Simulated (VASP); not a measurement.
# MgZn5S6 (P31m) in VASP: single point with PBE

Aim: the single point of MgZn5S6 with PBE.

Everything below comes from runs of VASP 6.6.1. Logs are shortened: lines on timing, memory, paths and dates and some standing lists are left out, and cuts for length are marked.

### Step 1. The cell of the first run

The structure is trigonal, space group P31m (No. 157). The conventional cell has a = 6.719 Å, b = 6.719 Å, c = 6.341 Å, α = 90.00°, β = 90.00°, γ = 120.00°. Mg (site symmetry 3m) has 4 S at 2.45 to 2.47 Å within 3.2 Å. Zn (site symmetry m) has 4 S at 2.36 to 2.37 Å within 3.1 Å. Within 3.1 Å of Zn (site symmetry 3) lie 4 S at 2.35 to 2.37 Å. Within 3.1 Å of S (site symmetry m) lie 3 Zn at 2.35 to 2.36 Å and 1 Mg at 2.45 Å. S (site symmetry 3) has 4 Zn at 2.37 Å within 3.1 Å. Within 3.1 Å of S (site symmetry 3m) lie 3 Zn at 2.37 Å and 1 Mg at 2.47 Å.

### Step 2. Single point, PBE

Input file INCAR:

```
PREC = Accurate
ENCUT = 520
EDIFF = 1E-6
ISMEAR = 0
SIGMA = 0.02
LREAL = F
LASPH = T
NELM = 60
ALGO = Normal
ISIF = 2
LWAVE = F
LCHARG = F
GGA = PE
NBANDS = 61
```

Input file KPOINTS:

```
Automatic mesh
0
Gamma
  6 6 4
```

Input file POSCAR:

```
MgZn5S6
1.0
    6.7194441058     -0.0000000289      0.0000000000
   -3.3597220279      5.8192093094      0.0000000000
    0.0000000000      0.0000000000      6.3414472000
Mg Zn S
1 5 6
Direct
    0.0000000000      0.0000000000      0.5038940000
    0.3367990000      0.3367990000      0.0052210000
    0.0000000000      0.6632010000      0.0052210000
    0.6632010000      0.0000000000      0.0052210000
    0.6666666667      0.3333333333      0.5047800000
    0.3333333333      0.6666666667      0.5047800000
    0.3443090000      0.3443090000      0.3772840000
    0.0000000000      0.6556910000      0.3772840000
    0.6556910000      0.0000000000      0.3772840000
    0.6666666667      0.3333333333      0.8781620000
    0.3333333333      0.6666666667      0.8781620000
    0.0000000000      0.0000000000      0.8927060000
```

Potentials or basis: VASP PAW PBE potentials, release 64 (Mg, Zn, S).

On the command line:

```
$ cat potpaw_PBE.64/Mg/POTCAR potpaw_PBE.64/Zn/POTCAR potpaw_PBE.64/S/POTCAR > POTCAR
$ mpirun -np 1 vasp_std > vasp.out
```

OUTCAR:

```text
PREC = Accurate
   ENCUT = 520
   EDIFF = 1E-6
   ISMEAR = 0
   LREAL = F
   LASPH = T
   NELM = 60
   ISIF = 2
   GGA = PE

 ion  position               nearest neighbor table
   1  0.000  0.000  0.504-   9 2.45   7 2.45   8 2.45  12 2.47
   2  0.337  0.337  0.005-   7 2.36  10 2.37  11 2.37  12 2.37
   3  0.000  0.663  0.005-   8 2.36  11 2.37  10 2.37  12 2.37
   4  0.663  0.000  0.005-   9 2.36  10 2.37  11 2.37  12 2.37
   5  0.667  0.333  0.505-   9 2.35   8 2.35   7 2.35  10 2.37
   6  0.333  0.667  0.505-   8 2.35   9 2.35   7 2.35  11 2.37
   7  0.344  0.344  0.377-   5 2.35   6 2.35   2 2.36   1 2.45
   8  0.000  0.656  0.377-   6 2.35   5 2.35   3 2.36   1 2.45
   9  0.656  0.000  0.377-   5 2.35   6 2.35   4 2.36   1 2.45
  10  0.667  0.333  0.878-   5 2.37   4 2.37   3 2.37   2 2.37
  11  0.333  0.667  0.878-   6 2.37   3 2.37   4 2.37   2 2.37
  12  0.000  0.000  0.893-   4 2.37   2 2.37   3 2.37   1 2.47

  LATTYP: Found a hexagonal cell.
 ALAT       =     6.7194441058
 C/A-ratio  =     0.9437458070

  Lattice vectors:

 A1 = (   6.7194441058,  -0.0000000289,   0.0000000000)
 A2 = (  -3.3597220279,   5.8192093094,   0.0000000000)
 A3 = (   0.0000000000,   0.0000000000,   6.3414472000)

Analysis of symmetry for initial positions (statically):
=====================================================================
 Subroutine PRICEL returns:
 Original cell was already a primitive cell.

 Routine SETGRP: Setting up the symmetry group for a
 hexagonal supercell.

 Subroutine GETGRP returns: Found  6 space group operations
 (whereof  6 operations were pure point group operations)
 out of a pool of 24 trial point group operations.

The static configuration has the point symmetry C_3v.

Analysis of symmetry for dynamics (positions and initial velocities):
=====================================================================
 Subroutine PRICEL returns:
 Original cell was already a primitive cell.

 Routine SETGRP: Setting up the symmetry group for a
 hexagonal supercell.

 Subroutine GETGRP returns: Found  6 space group operations
 (whereof  6 operations were pure point group operations)
 out of a pool of 24 trial point group operations.

The dynamic configuration has the point symmetry C_3v.

 Subroutine INISYM returns: Found  6 space group operations
 (whereof  6 operations are pure point group operations),
 and found     1 'primitive' translations

----------------------------------------------------------------------------------------

                                     Primitive cell

  volume of cell :     247.9623

  direct lattice vectors                    reciprocal lattice vectors
     6.719444106 -0.000000029  0.000000000     0.148821835  0.085922326  0.000000000
    -3.359722028  5.819209309  0.000000000     0.000000001  0.171844653  0.000000000
     0.000000000  0.000000000  6.341447200     0.000000000  0.000000000  0.157692711

  length of vectors
     6.719444106  6.719444106  6.341447200     0.171844653  0.171844653  0.157692711

  position of ions in fractional coordinates (direct lattice)
     0.000000000  0.000000000  0.503894000
     0.336799000  0.336799000  0.005221000
     1.000000000  0.663201000  0.005221000
     0.663201000  0.000000000  0.005221000
     0.666666667  0.333333333  0.504780000
     0.333333333  0.666666667  0.504780000
     0.344309000  0.344309000  0.377284000
     1.000000000  0.655691000  0.377284000
     0.655691000  0.000000000  0.377284000
     0.666666667  0.333333333  0.878162000
     0.333333333  0.666666667  0.878162000
     0.000000000  0.000000000  0.892706000

  ion indices of the primitive-cell ions
   primitive index   ion index
                 1           1
                 2           2
                 3           3
                 4           4
                 5           5
                 6           6
                 7           7
                 8           8
                 9           9
                10          10
                11          11
                12          12

----------------------------------------------------------------------------------------

 KPOINTS: Automatic mesh

Automatic generation of k-mesh.
 Grid dimensions read from file:
 generate k-points for:    6    6    4

 Generating k-lattice:

  Cartesian coordinates                     Fractional coordinates (reciprocal lattice)
     0.024803639  0.014320388  0.000000000     0.166666667 -0.000000000  0.000000000
     0.000000000  0.028640775  0.000000000     0.000000000  0.166666667  0.000000000
     0.000000000  0.000000000  0.039423178     0.000000000  0.000000000  0.250000000

  Length of vectors
     0.028640775  0.028640775  0.039423178

  Shift w.r.t. Gamma in fractional coordinates (k-lattice)
     0.000000000  0.000000000  0.000000000

 Subroutine IBZKPT returns following result:
 ===========================================

 Found     24 irreducible k-points:

 Following reciprocal coordinates:
            Coordinates               Weight
  0.000000  0.000000  0.000000      1.000000
  0.166667  0.000000  0.000000      6.000000
  0.333333  0.000000  0.000000      6.000000
  0.500000 -0.000000  0.000000      3.000000
  0.166667  0.166667  0.000000      6.000000
  0.333333  0.166667  0.000000     12.000000
[... 16 lines left out ...]
  0.333333  0.166667  0.500000     12.000000
  0.333333  0.333333  0.500000      2.000000
   k-points           NKPTS =     24   k-points in BZ     NKDIM =     24   number of bands    NBANDS=     61
   number of dos      NEDOS =    301   number of ions     NIONS =     12
   total plane-waves  NPLWV = 120000
   dimension x,y,z NGX =    50 NGY =   50 NGZ =   48
   dimension x,y,z NGXF=   100 NGYF=  100 NGZF=   96
   ions per type =               1   5   6
   NGX,Y,Z   is equivalent  to a cutoff of  12.37, 12.37, 12.58 a.u.
   NGXF,Y,Z  is equivalent  to a cutoff of  24.74, 24.74, 25.17 a.u.
 SYSTEM =  unknown system
   PREC   = accura    normal or accurate (medium, high low for compatibility)
   ISTART =      0    job   : 0-new  1-cont  2-samecut
   ICHARG =      2    charge: 1-file 2-atom 10-const
   ISPIN  =      1    spin polarized calculation?
   LNONCOLLINEAR =      F non collinear calculations
   LSORBIT =      F    spin-orbit coupling
   LASPH  =      T    aspherical Exc in radial PAW
   ENCUT  =  520.0 eV  38.22 Ry    6.18 a.u.  12.49 12.49 11.79*2*pi/ulx,y,z
   NELM   =     60;   NELMIN=  2; NELMDL= -5     # of ELM steps
   EDIFF  = 0.1E-05   stopping-criterion for ELM
   LREAL  =      F    real-space projection
   EDIFFG = 0.1E-04   stopping-criterion for IOM
   NSW    =      0    number of steps for IOM
   IBRION =     -1    ionic relax: 0-MD 1-quasi-New 2-CG
   NFREE  =      0    steps in history (QN), initial steepest desc. (CG)
   ISIF   =      2    stress and relaxation
   ISYM   =      2    0-nonsym 1-usesym 2-fastsym
   POTIM  = 0.5000    time-step for ionic-motion
   TEBEG  =    0.0;   TEEND  =   0.0 temperature during run
   PSTRESS=    0.0 pullay stress
   NELECT =      98.0000    total number of electrons
   NUPDOWN=      -1.0000    fix difference up-down
   EMIN   =  10.00;   EMAX   =-10.00  energy-range for DOS
   EFERMI =   0.00;   METHOD = LEGACY
   ISMEAR =     0;   SIGMA  =   0.02  broadening in eV -4-tet -1-fermi 0-gaus
   EFERMI_NEDOS =   21; number of points for ismear=-14 and -15
   IALGO  =     38    algorithm
   IMIX   =      4    mixing-type and parameters
     AMIX     =   0.40;   BMIX     =  1.00
     AMIX_MAG =   1.60;   BMIX_MAG =  1.00
  volume/ion in A,a.u.               =      20.66       139.44
  Fermi-wavevector in a.u.,A,eV,Ry     =   1.201402  2.270320 19.638191  1.443366
  Thomas-Fermi vector in A             =   2.337212
   LORBIT       =      0    0 simple, 1 ext, 2 COOP (PROOUT), +10 PAW based schemes
   GGA     = PE    functional components
   LHFCALC =     F    Hartree Fock is set to
   AEXX    =    0.0000 exact exchange contribution
   IVDW    =     0    specifies the selected vdW correction
   LEPSILON=     F    determine dielectric tensor
   LRPA    =     F    only Hartree local field effects (RPA)
 non-spin polarized calculation
 Gauss-broadening in eV      SIGMA  =   0.02
  energy-cutoff  :      520.00
  volume of cell :      247.96
 maximum number of plane-waves:      6710
 NGX is ok and might be reduce to    50
   NGX = 25   NGY = 25   NGZ = 23

 number of electron      97.9999955 magnetization

 Free energy of the ion-electron system (eV)
  ---------------------------------------------------
  ext. energy  EPLUGINS =         0.00000000
  ---------------------------------------------------
  free energy    TOTEN  =       -42.67003663 eV

  energy without entropy =      -42.67003663  energy(sigma->0) =      -42.67003663

 E-fermi :   1.8847     XC(G=0):  -9.2945

 val. band max:        1.7596543079   @ k =   0.0000   0.0000   0.0000
 cond. band min:       4.0078129096   @ k =   0.0000   0.0000   0.0000
 fundamental gap:      2.2481586017
 Fermi energy:         1.8847111855

 k-point     1 :       0.0000    0.0000    0.0000
  band No.  band energies     occupation
      1     -10.9616      2.00000
      2     -10.0985      2.00000
      3      -9.9894      2.00000
      4      -9.8629      2.00000
      5      -9.8570      2.00000
      6      -9.8570      2.00000
[... 53 lines left out ...]
     60       8.6258      0.00000
     61       9.3501      0.00000

 k-point     2 :       0.1667    0.0000    0.0000
  band No.  band energies     occupation
      1     -10.9052      2.00000
      2     -10.0722      2.00000
      3     -10.0680      2.00000
      4      -9.9681      2.00000
      5      -9.8356      2.00000
      6      -9.7968      2.00000
[... 53 lines left out ...]
     60       8.7180      0.00000
     61       8.8794      0.00000

 k-point     3 :       0.3333    0.0000    0.0000
  band No.  band energies     occupation
      1     -10.7481      2.00000
      2     -10.2608      2.00000
      3     -10.0671      2.00000
      4      -9.9883      2.00000
      5      -9.8356      2.00000
      6      -9.7855      2.00000
[... 1333 lines left out ...]
     60       7.6460      0.00000
     61       8.1638      0.00000

 k-point    24 :       0.3333    0.3333    0.5000
  band No.  band energies     occupation
      1     -10.2201      2.00000
      2     -10.2201      2.00000
      3     -10.1218      2.00000
      4     -10.1218      2.00000
      5     -10.0910      2.00000
      6      -9.9790      2.00000
[... 53 lines left out ...]
     60       7.4957      0.00000
     61       8.1181      0.00000

------------------------ aborting loop because EDIFF is reached ----------------------------------------

  FORCE on cell =-STRESS in cart. coord.  units (eV):
  Direction    XX          YY          ZZ          XY          YZ          ZX
  --------------------------------------------------------------------------------------
  -------------------------------------------------------------------------------------
  Total        0.1304207      0.1304207      0.1371273     -0.0000000      0.0000000      0.0000000
  in kB        0.8426972      0.8426972      0.8860306     -0.0000000      0.0000000      0.0000000
  external PRESSURE =       0.8571417 kB  Pullay stress =       0.0000000 kB

 VOLUME and BASIS-vectors are now :
 -----------------------------------------------------------------------------
  energy-cutoff  :      520.00
  volume of cell :      247.96
      direct lattice vectors                 reciprocal lattice vectors
     6.719444106 -0.000000029  0.000000000     0.148821835  0.085922326  0.000000000
    -3.359722028  5.819209309  0.000000000     0.000000001  0.171844653  0.000000000
     0.000000000  0.000000000  6.341447200     0.000000000  0.000000000  0.157692711

 POSITION                                       TOTAL-FORCE (eV/Angst)
 -----------------------------------------------------------------------------------
      0.00000      0.00000      3.19542         0.000000      0.000000     -0.002669
      1.13155      1.95990      0.03311         0.000173      0.000300     -0.001092
     -2.22817      3.85931      0.03311         0.000173     -0.000300     -0.001092
      4.45634     -0.00000      0.03311        -0.000346      0.000000     -0.001092
      3.35972      1.93974      3.20104         0.000000      0.000000      0.003288
      0.00000      3.87947      3.20104         0.000000      0.000000      0.003288
      1.15678      2.00361      2.39253        -0.010126     -0.017539      0.008748
     -2.20294      3.81560      2.39253        -0.010126      0.017539      0.008748
      4.40588     -0.00000      2.39253         0.020252     -0.000000      0.008748
      3.35972      1.93974      5.56882         0.000000      0.000000     -0.003652
      0.00000      3.87947      5.56882         0.000000      0.000000     -0.003652
      0.00000      0.00000      5.66105         0.000000      0.000000     -0.019572
 -----------------------------------------------------------------------------------
    total drift:                                0.000002      0.000004     -0.001550

  FREE ENERGIE OF THE ION-ELECTRON SYSTEM (eV)
  ---------------------------------------------------
  free  energy   TOTEN  =       -42.6700366345 eV

  energy  without entropy=      -42.6700366345  energy(sigma->0) =      -42.67003663
```

Run time: 5.8 min. Hardware: 1 thread of Oxide Virtual Turin-like, shared host; peak memory 0.46 GiB.

Results:

| Property | Result |
| --- | --- |
| Free energy | -42.6700 eV |
| Pressure | 0.1 GPa |
| Largest force | 0.022 eV/Å |
| Band gap on the k mesh | 2.25 eV |

Forces in eV/Å, atoms in the order of the input:
```
Mg   0.000  0.000 -0.003
Zn   0.000  0.000 -0.001
Zn   0.000  0.000 -0.001
Zn   0.000  0.000 -0.001
Zn   0.000  0.000  0.003
Zn   0.000  0.000  0.003
S   -0.010 -0.018  0.009
S   -0.010  0.018  0.009
S    0.020  0.000  0.009
S    0.000  0.000 -0.004
S    0.000  0.000 -0.004
S    0.000  0.000 -0.020
```

Levels at points of the mesh, in eV from the valence-band top:
```
           k point  band 45  band 46  band 47  band 48  band 49  band 50  band 51  band 52  band 53  band 54
(0.00, 0.00, 0.00)    -0.79    -0.79    -0.05     0.00     0.00     2.25     3.37     4.43     4.43     5.83
(0.50, 0.00, 0.00)    -0.84    -0.77    -0.73    -0.67    -0.57     3.81     4.30     4.33     4.57     5.01
(0.00, 0.00, 0.50)    -1.12    -0.47    -0.47    -0.35    -0.35     3.45     3.91     4.49     4.52     4.52
(0.50, 0.00, 0.50)    -1.36    -1.31    -1.31    -1.15    -1.12     3.60     3.81     4.65     4.66     4.81
```
